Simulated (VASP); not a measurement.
Wanted: the native input for a VASP 6.6.1 run.

```
Task                   : single point
Functional             : LDA
Potentials or basis    : VASP PAW LDA potentials, release 64 (Sn_d)
Cutoff                 : 520 eV
k mesh                 : 7 × 7 × 5
Occupations            : methfessel-paxton, width 0.05 eV
Spin                   : no spin polarisation
Dipole correction      : no
Further INCAR settings : ALGO = Fast; EDIFF = 1e-07; NBANDS = 21
```

The structure of Sn lies in POSCAR:

```
Sn
1.0
   -2.9401404553      2.9401404553      1.5993019889
    2.9401404553     -2.9401404553      1.5993019889
    2.9401404553      2.9401404553     -1.5993019889
Sn
2
Direct
    0.0070650000     -0.0047300000     -0.0123030000
    0.7491880000      0.2445090000      0.4991050000
```

The input as run:

INCAR

```
SYSTEM = Sn
PREC = Accurate
ENCUT = 520
EDIFF = 1E-7
ISMEAR = 1
SIGMA = 0.05
LREAL = .FALSE.
LASPH = .TRUE.
NELM = 80
ALGO = Fast
ISIF = 2
LWAVE = .FALSE.
LCHARG = .FALSE.
NBANDS = 21
```

KPOINTS

```
Automatic mesh
0
G
  7 7 5
  0 0 0
```

Potentials or basis: VASP PAW LDA potentials, release 64 (Sn_d).

The run is started by

```bash
$ cat potpaw_LDA.64/Sn_d/POTCAR > POTCAR
$ mpirun -np 1 vasp_std > vasp.out
```

Results of the run:

- Pressure: -2.9 GPa
- Largest force: 0.163 eV/Å
- Band gap on the k mesh: zero (band 14 reaches 8.81 eV, above the bottom of band 15 at 5.66 eV)

Caveat: spin-orbit coupling is left out, which moves the levels of the heavy elements.

Run time: 3.4 min on 1 thread of Intel(R) Xeon(R) Platinum 8488C (Sapphire Rapids), with other jobs on the host, peak memory 0.25 GiB.
